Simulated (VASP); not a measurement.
Write the native input for VASP 6.6.1 that does the following.

| Property | Result |
| --- | --- |
| Task | relaxation of cell and atoms |
| Functional | PBEsol |
| Dispersion | D3(BJ) |
| Potentials or basis | VASP PAW PBE potentials, release 64 (Te, Cd) |
| Cutoff | 600 eV |
| k mesh | 7 × 7 × 7 |
| Occupations | fermi-dirac, width 0.05 eV |
| Spin | no spin polarisation |
| Dipole correction | no |
| Further INCAR settings | ALGO = Normal; EDIFF = 1e-06; IBRION = 2; EDIFFG = -0.005; NSW = 80; ISIF = 3 |

The structure of CdTe lies in POSCAR:

```
CdTe
1.0
    0.0000000000      3.2050000000      3.2050000000
    3.2050000000      0.0000000000      3.2050000000
    3.2050000000      3.2050000000      0.0000000000
Te Cd
1 1
Direct
    0.7500000000      0.7500000000      0.7500000000
    0.0000000000      0.0000000000      0.0000000000
```

The input as run:

INCAR

```
ALGO = Normal
EDIFF = 1E-6
EDIFFG = -0.005
ENCUT = 600
GGA = PS
IBRION = 2
ISIF = 3
ISMEAR = -1
IVDW = 12
LASPH = T
LCHARG = F
LREAL = F
LWAVE = F
NELM = 60
NSW = 80
PREC = Accurate
SIGMA = 0.05
```

KPOINTS

```
k-points
0
Gamma
  7 7 7
```

Potentials or basis: VASP PAW PBE potentials, release 64 (Te, Cd).

Command:

```sh
$ cat potpaw_PBE.64/Te/POTCAR potpaw_PBE.64/Cd/POTCAR > POTCAR
$ mpirun -np 1 vasp_std > vasp.out
```

It gave:

- Relaxed volume: 33.01 Å³/atom
- Relaxed cell: a = 4.537 Å, b = 4.537 Å, c = 4.537 Å, α = 60.00°, β = 60.00°, γ = 60.00°
- Space group after relaxing (to 0.1 Å): F-43m (No. 216)
- Energy gained by relaxing: 0.0 meV/atom
- Ionic steps: 3
- Pressure after relaxing: 0.0 GPa
- Band gap on the k mesh: 0.75 eV
- Dispersion energy per atom: -0.346 eV

Caveat: the PAW data sets were made with another functional, which shifts forces and pressure a little; spin-orbit coupling is left out, which moves the levels of the heavy elements.

It took 40 s on 1 thread of Intel(R) Xeon(R) Platinum 8259CL CPU @ 2.50GHz (Skylake/Cascade Lake), on a shared host, peak memory 0.24 GiB.
